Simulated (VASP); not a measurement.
Input of a VASP 6.6.1 run:

File INCAR:

```
SYSTEM = Cr
PREC = Accurate ; ENCUT = 520
EDIFF = 1E-6 ; ISMEAR = -1
SIGMA = 0.025 ; LREAL = .False.
LASPH = .True. ; NELM = 150
ALGO = Normal ; ISIF = 2
LWAVE = .False. ; LCHARG = .True.
LNONCOLLINEAR = .True. ; MAGMOM = 0.4 0 0 0.4 0 0
LORBIT = 11 ; LSORBIT = .True.
GGA_COMPAT = .False. ; LORBMOM = .True.
LMAXMIX = 4 ; LVHAR = .True.
NBANDS = 36
```

File KPOINTS:

```
Automatic mesh
0
Gamma
  9 9 5
  0 0 0
```

POSCAR

```
Cr
1.0
    2.7140000000      0.0000000000      0.0000000000
   -1.3570000000      2.3503929459      0.0000000000
    0.0000000000      0.0000000000      4.4100000000
Cr
2
Direct
    0.3333333333      0.6666666667      0.2500000000
    0.6666666667      0.3333333333      0.7500000000
```

Potentials or basis: VASP PAW LDA potentials, release 64 (Cr_pv).

Run with:

```bash
$ cat potpaw_LDA.64/Cr_pv/POTCAR > POTCAR
$ mpirun -np 1 vasp_ncl > vasp.out
```

Task: Predict the pressure.

Result: -39.2 GPa.

Task: Predict the net moment.

Result: 0.23 μB per cell.

Stress tensor (GPa, compression positive):
```
-42.11   0.00   0.00
  0.00 -42.12   0.00
  0.00   0.00 -33.29
```

Caveat: the cell stands under tension.
